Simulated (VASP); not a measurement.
# CaO in VASP: single point with PBEsol

Aim: the single point of CaO with PBEsol.

Program: VASP 6.6.1. These are calculated values, not measurements. Logs are shortened: lines on timing, memory, paths and dates and some standing lists are left out, and cuts for length are marked.

**1. The cell of the first run**

The typed cell holds 2 atoms: a = 3.663 Å, b = 3.663 Å, c = 3.663 Å, α = 60.00°, β = 60.00°, γ = 60.00°.

**2. Single point, PBEsol**

Contents of INCAR:

```
SYSTEM = CaO
PREC     = Accurate       ! precision mode
ENCUT    = 600            ! plane-wave cutoff, eV
EDIFF    = 1E-6           ! SCF threshold, eV
ISMEAR   = -1             ! smearing method
SIGMA    = 0.03           ! smearing width, eV
LREAL    = .False.        ! projectors in reciprocal space
LASPH    = .True.         ! aspherical terms in the spheres
NELM     = 120            ! most SCF steps
ALGO     = Normal         ! electronic algorithm
ISIF     = 2              ! what is computed and relaxed
LWAVE    = .False.        ! write WAVECAR
LCHARG   = .False.        ! write CHGCAR
GGA      = PS             ! functional
NBANDS   = 15             ! bands
GGA_COMPAT= .False.
```

Contents of KPOINTS:

```
regular mesh
0
Gamma
  8 8 8
  0 0 0
```

Contents of POSCAR:

```
CaO
1.0
    1.8312115033      1.0572504531      2.9905924538
   -1.8312115033      1.0572504531      2.9905924538
    0.0000000000     -2.1145009100      2.9905924524
Ca O
1 1
Direct
    1.0412197006      1.0412197006      1.0412197006
    0.2912132994      0.2912132994      0.2912132994
```

Potentials or basis: VASP PAW PBE potentials, release 64 (Ca_sv, O).

The run is started by

```
$ cat potpaw_PBE.64/Ca_sv/POTCAR potpaw_PBE.64/O/POTCAR > POTCAR
$ mpirun -np 1 vasp_std > vasp.out
```

OUTCAR:

```text
SYSTEM = CaO
   PREC = Accurate
   ENCUT = 600
   EDIFF = 1E-6
   ISMEAR = -1
   LREAL = .False.
   LASPH = .True.
   NELM = 120
   ISIF = 2
   GGA = PS

 ion  position               nearest neighbor table
   1  0.041  0.041  0.041-   2 2.24   2 2.24   2 2.24   2 2.24
   2  0.291  0.291  0.291-   1 2.24   1 2.24   1 2.24   1 2.24

  LATTYP: Found a trigonal (rhomboedric) cell.
 ALAT       =     3.6626161845
 COS(alpha) =     0.5000527418

  Lattice vectors:

 A1 = (   1.8312115033,   1.0572504531,   2.9905924538)
 A2 = (  -1.8312115033,   1.0572504531,   2.9905924538)
 A3 = (   0.0000000000,  -2.1145009100,   2.9905924524)

Analysis of symmetry for initial positions (statically):
=====================================================================
 Subroutine PRICEL returns:
 Original cell was already a primitive cell.

 Routine SETGRP: Setting up the symmetry group for a
 trigonal (rhombohedral) supercell.

 Subroutine GETGRP returns: Found  6 space group operations
 (whereof  6 operations were pure point group operations)
 out of a pool of 12 trial point group operations.

The static configuration has the point symmetry C_3v.

Analysis of symmetry for dynamics (positions and initial velocities):
=====================================================================
 Subroutine PRICEL returns:
 Original cell was already a primitive cell.

 Routine SETGRP: Setting up the symmetry group for a
 trigonal (rhombohedral) supercell.

 Subroutine GETGRP returns: Found  6 space group operations
 (whereof  6 operations were pure point group operations)
 out of a pool of 12 trial point group operations.

The dynamic configuration has the point symmetry C_3v.

 Subroutine INISYM returns: Found  6 space group operations
 (whereof  6 operations are pure point group operations),
 and found     1 'primitive' translations

----------------------------------------------------------------------------------------

                                     Primitive cell

  volume of cell :      34.7396

  direct lattice vectors                    reciprocal lattice vectors
     1.831211503  1.057250453  2.990592454     0.273043283  0.157641613  0.111460635
    -1.831211503  1.057250453  2.990592454    -0.273043283  0.157641613  0.111460635
     0.000000000 -2.114500910  2.990592452     0.000000000 -0.315283225  0.111460635

  length of vectors
     3.662616185  3.662616185  3.662616184     0.334405421  0.334405421  0.334405421

  position of ions in fractional coordinates (direct lattice)
     0.041219701  0.041219701  0.041219701
     0.291213299  0.291213299  0.291213299

  ion indices of the primitive-cell ions
   primitive index   ion index
                 1           1
                 2           2

----------------------------------------------------------------------------------------

 KPOINTS: regular mesh

Automatic generation of k-mesh.
 Grid dimensions read from file:
 generate k-points for:    8    8    8

 Generating k-lattice:

  Cartesian coordinates                     Fractional coordinates (reciprocal lattice)
     0.034130410  0.019705202  0.013932579     0.125000000 -0.000000000  0.000000000
    -0.034130410  0.019705202  0.013932579    -0.000000000  0.125000000  0.000000000
     0.000000000 -0.039410403  0.013932579    -0.000000000 -0.000000000  0.125000000

  Length of vectors
     0.041800678  0.041800678  0.041800678

  Shift w.r.t. Gamma in fractional coordinates (k-lattice)
     0.000000000  0.000000000  0.000000000

 Subroutine IBZKPT returns following result:
 ===========================================

 Found     65 irreducible k-points:

 Following reciprocal coordinates:
            Coordinates               Weight
  0.000000  0.000000  0.000000      1.000000
  0.125000 -0.000000 -0.000000      6.000000
  0.250000 -0.000000 -0.000000      6.000000
  0.375000 -0.000000  0.000000      6.000000
  0.500000 -0.000000 -0.000000      3.000000
  0.125000  0.125000 -0.000000      6.000000
[... 16 lines left out ...]
  0.250000  0.125000  0.125000      6.000000
  0.375000  0.125000  0.125000      6.000000
 [... further k-points ...]
   k-points           NKPTS =     65   k-points in BZ     NKDIM =     65   number of bands    NBANDS=     15
   number of dos      NEDOS =    301   number of ions     NIONS =      2
   total plane-waves  NPLWV =  27000
   dimension x,y,z NGX =    30 NGY =   30 NGZ =   30
   dimension x,y,z NGXF=    60 NGYF=   60 NGZF=   60
   ions per type =               1   1
   NGX,Y,Z   is equivalent  to a cutoff of  13.62, 13.62, 13.62 a.u.
   NGXF,Y,Z  is equivalent  to a cutoff of  27.23, 27.23, 27.23 a.u.
 SYSTEM =  CaO
   PREC   = accura    normal or accurate (medium, high low for compatibility)
   ISTART =      0    job   : 0-new  1-cont  2-samecut
   ICHARG =      2    charge: 1-file 2-atom 10-const
   ISPIN  =      1    spin polarized calculation?
   LNONCOLLINEAR =      F non collinear calculations
   LSORBIT =      F    spin-orbit coupling
   LASPH  =      T    aspherical Exc in radial PAW
   ENCUT  =  600.0 eV  44.10 Ry    6.64 a.u.   7.32  7.32  7.32*2*pi/ulx,y,z
   NELM   =    120;   NELMIN=  2; NELMDL= -5     # of ELM steps
   EDIFF  = 0.1E-05   stopping-criterion for ELM
   LREAL  =      F    real-space projection
   EDIFFG = 0.1E-04   stopping-criterion for IOM
   NSW    =      0    number of steps for IOM
   IBRION =     -1    ionic relax: 0-MD 1-quasi-New 2-CG
   NFREE  =      0    steps in history (QN), initial steepest desc. (CG)
   ISIF   =      2    stress and relaxation
   ISYM   =      2    0-nonsym 1-usesym 2-fastsym
   POTIM  = 0.5000    time-step for ionic-motion
   TEBEG  =    0.0;   TEEND  =   0.0 temperature during run
   PSTRESS=    0.0 pullay stress
   NELECT =      16.0000    total number of electrons
   NUPDOWN=      -1.0000    fix difference up-down
   EMIN   =  10.00;   EMAX   =-10.00  energy-range for DOS
   EFERMI =   0.00;   METHOD = LEGACY
   ISMEAR =    -1;   SIGMA  =   0.03  broadening in eV -4-tet -1-fermi 0-gaus
   EFERMI_NEDOS =   21; number of points for ismear=-14 and -15
   IALGO  =     38    algorithm
   IMIX   =      4    mixing-type and parameters
     AMIX     =   0.40;   BMIX     =  1.00
     AMIX_MAG =   1.60;   BMIX_MAG =  1.00
  volume/ion in A,a.u.               =      17.37       117.22
  Fermi-wavevector in a.u.,A,eV,Ry     =   1.264270  2.389124 21.747265  1.598379
  Thomas-Fermi vector in A             =   2.397584
   LORBIT       =      0    0 simple, 1 ext, 2 COOP (PROOUT), +10 PAW based schemes
   GGA     = PS    functional components
   LHFCALC =     F    Hartree Fock is set to
   AEXX    =    0.0000 exact exchange contribution
   IVDW    =     0    specifies the selected vdW correction
   LEPSILON=     F    determine dielectric tensor
   LRPA    =     F    only Hartree local field effects (RPA)
 non-spin polarized calculation
  energy-cutoff  :      600.00
  volume of cell :       34.74
 maximum number of plane-waves:      1211
 NGX is ok and might be reduce to    30
   NGX = 15   NGY = 15   NGZ = 15

 number of electron      15.9999997 magnetization

 Free energy of the ion-electron system (eV)
  ---------------------------------------------------
  ext. energy  EPLUGINS =         0.00000000
  ---------------------------------------------------
  free energy    TOTEN  =       -12.96371110 eV

  energy without entropy =      -12.96371110  energy(sigma->0) =      -12.96371110

 E-fermi :   1.1001     XC(G=0):  -9.3689

 val. band max:        0.4208509958   @ k =  -0.2500   0.5000   0.2500
 cond. band min:       3.6826521138   @ k =   0.0000   0.0000   0.0000
 fundamental gap:      3.2618011180
 Fermi energy:         1.1000892700

 k-point     1 :       0.0000    0.0000    0.0000
  band No.  band energies     occupation
      1     -36.4141      2.00000
      2     -17.4310      2.00000
      3     -17.4310      2.00000
      4     -17.4310      2.00000
      5     -14.3083      2.00000
      6      -0.2520      2.00000
      7      -0.2518      2.00000
      8      -0.2518      2.00000
      9       3.6827      0.00000
     10       8.4782      0.00000
     11       8.4782      0.00000
     12      10.1751      0.00000
     13      10.1753      0.00000
     14      10.1753      0.00000
     15      17.0416      0.00000

 k-point     2 :       0.1250   -0.0000   -0.0000
  band No.  band energies     occupation
      1     -36.4066      2.00000
      2     -17.5702      2.00000
      3     -17.4397      2.00000
      4     -17.4397      2.00000
      5     -14.1725      2.00000
      6      -0.4303      2.00000
      7      -0.2056      2.00000
      8      -0.2054      2.00000
      9       4.2418      0.00000
     10       8.2944      0.00000
     11       8.2946      0.00000
     12       9.9364      0.00000
     13      10.3392      0.00000
     14      10.3394      0.00000
     15      15.3490      0.00000

 k-point     3 :       0.2500   -0.0000   -0.0000
  band No.  band energies     occupation
      1     -36.3884      2.00000
      2     -17.8639      2.00000
      3     -17.4608      2.00000
      4     -17.4608      2.00000
      5     -13.8941      2.00000
      6      -0.6439      2.00000
      7      -0.1018      2.00000
      8      -0.1016      2.00000
      9       5.3831      0.00000
     10       8.1107      0.00000
     11       8.1111      0.00000
     12       9.4562      0.00000
     13      10.4303      0.00000
     14      10.4307      0.00000
     15      13.3680      0.00000

 k-point     4 :       0.3750   -0.0000    0.0000
  band No.  band energies     occupation
      1     -36.3700      2.00000
      2     -18.1167      2.00000
      3     -17.4816      2.00000
      4     -17.4816      2.00000
      5     -13.6668      2.00000
      6      -0.6561      2.00000
      7      -0.0103      2.00000
      8      -0.0102      2.00000
      9       6.2661      0.00000
     10       8.2101      0.00000
     11       8.2108      0.00000
     12       8.9493      0.00000
     13      10.1839      0.00000
     14      10.1843      0.00000
     15      12.4583      0.00000
[... 307 lines left out ...]
 k-point    22 :       0.1250    0.1250    0.1250
  band No.  band energies     occupation
      1     -36.4066      2.00000
      2     -17.5702      2.00000
      3     -17.4397      2.00000
      4     -17.4397      2.00000
      5     -14.1725      2.00000
      6      -0.4305      2.00000
      7      -0.2054      2.00000
      8      -0.2054      2.00000
      9       4.2417      0.00000
     10       8.2946      0.00000
     11       8.2946      0.00000
     12       9.9362      0.00000
     13      10.3393      0.00000
     14      10.3393      0.00000
     15      15.3479      0.00000

 k-point    23 :       0.2500    0.1250    0.1250
  band No.  band energies     occupation
      1     -36.3955      2.00000
      2     -17.7362      2.00000
      3     -17.4811      2.00000
      4     -17.4449      2.00000
      5     -13.9931      2.00000
      6      -0.5954      2.00000
      7      -0.1509      2.00000
      8      -0.1271      2.00000
      9       4.9721      0.00000
     10       7.8748      0.00000
     11       8.2937      0.00000
     12       9.7891      0.00000
     13      10.2879      0.00000
     14      10.5569      0.00000
     15      14.5368      0.00000

 k-point    24 :       0.3750    0.1250    0.1250
  band No.  band energies     occupation
      1     -36.3772      2.00000
      2     -17.9828      2.00000
      3     -17.5273      2.00000
      4     -17.4659      2.00000
      5     -13.7408      2.00000
      6      -0.6541      2.00000
      7      -0.0711      2.00000
      8      -0.0441      2.00000
      9       5.9080      0.00000
     10       7.7570      0.00000
     11       8.1334      0.00000
     12       9.4464      0.00000
     13      10.3417      0.00000
     14      10.5640      0.00000
     15      13.2275      0.00000

 [... further k-points ...]

------------------------ aborting loop because EDIFF is reached ----------------------------------------

  FORCE on cell =-STRESS in cart. coord.  units (eV):
  Direction    XX          YY          ZZ          XY          YZ          ZX
  --------------------------------------------------------------------------------------
  -------------------------------------------------------------------------------------
  Total        0.0985773      0.0985773      0.0970453      0.0000000      0.0000000      0.0000000
  in kB        4.5463497      4.5463497      4.4756920      0.0000000      0.0000000      0.0000000
  external PRESSURE =       4.5227972 kB  Pullay stress =       0.0000000 kB

 VOLUME and BASIS-vectors are now :
 -----------------------------------------------------------------------------
  energy-cutoff  :      600.00
  volume of cell :       34.74
      direct lattice vectors                 reciprocal lattice vectors
     1.831211503  1.057250453  2.990592454     0.273043283  0.157641613  0.111460635
    -1.831211503  1.057250453  2.990592454    -0.273043283  0.157641613  0.111460635
     0.000000000 -2.114500910  2.990592452     0.000000000 -0.315283225  0.111460635

 POSITION                                       TOTAL-FORCE (eV/Angst)
 -----------------------------------------------------------------------------------
      0.00000     -0.00000      0.36981         0.000000     -0.000000      0.000192
      0.00000     -0.00000      2.61270         0.000000      0.000000     -0.000192
 -----------------------------------------------------------------------------------
    total drift:                                0.000000      0.000000     -0.000111

  FREE ENERGIE OF THE ION-ELECTRON SYSTEM (eV)
  ---------------------------------------------------
  free  energy   TOTEN  =       -12.9637111030 eV

  energy  without entropy=      -12.9637111030  energy(sigma->0) =      -12.96371110
```

Run time: 19 s. Hardware: 1 thread of AMD EPYC 9R45 (Zen 5), shared host; peak memory 0.16 GiB.

What came out:

| Quantity | Value |
| --- | --- |
| Free energy | -12.9637 eV |
| Pressure | 0.5 GPa |
| Band gap on the k mesh | 3.26 eV (least direct gap 3.93 eV) |

Caveat: the PAW data sets were made with another functional, which shifts forces and pressure a little. A k mesh can miss the band edges.
